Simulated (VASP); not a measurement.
Set up this calculation in VASP 6.6.1, as the native input.

* Task: single point
* Functional: PBEsol
* Potentials or basis: VASP PAW PBE potentials, release 64 (Ni)
* Cutoff: 520 eV
* k mesh: 13 × 13 × 13
* Occupations: fermi-dirac, width 0.05 eV
* Spin: collinear spin, ferromagnetic start
* Starting moments: [1.0] μB
* Dipole correction: no
* Further INCAR settings: ALGO = Normal; EDIFF = 1e-06; NBANDS = 15

The structure of Ni lies in POSCAR:

```
Ni
1.0
    0.0000000000      1.7604383569      1.7604383569
    1.7604383569      0.0000000000      1.7604383569
    1.7604383569      1.7604383569      0.0000000000
Ni
1
Direct
    0.0000000000      0.0000000000      0.0000000000
```

This cell differs from its parent crystal: volume scaled by 1.04.

These files were run (other wordings do the same):

INCAR

```
  PREC = Accurate
  ENCUT = 520
  EDIFF = 1E-6
  ISMEAR = -1
  SIGMA = 0.05
  LREAL = False
  LASPH = True
  NELM = 150
  ALGO = Normal
  ISIF = 2
  LWAVE = False
  LCHARG = False
  ISPIN = 2
  MAGMOM = 1
  LORBIT = 11
  LMAXMIX = 4
  GGA = PS
  NBANDS = 15
```

KPOINTS

```
Automatic mesh
0
Gamma
  13 13 13
```

Potentials or basis: VASP PAW PBE potentials, release 64 (Ni).

Command:

```console
$ cat potpaw_PBE.64/Ni/POTCAR > POTCAR
$ mpirun -np 1 vasp_std > vasp.out
```

Results of the run:

The pressure is -10.1 GPa and the net moment is 0.63 μB per cell. The site moments are Ni +0.64 μB. The valence electrons inside the program's atomic spheres are Ni 9.31.

Caveat: the PAW data sets were made with another functional, which shifts forces and pressure a little.

Wall time 16 s on 1 thread of Intel(R) Xeon(R) 6975P-C (Granite Rapids) (shared host), peak memory 0.14 GiB.
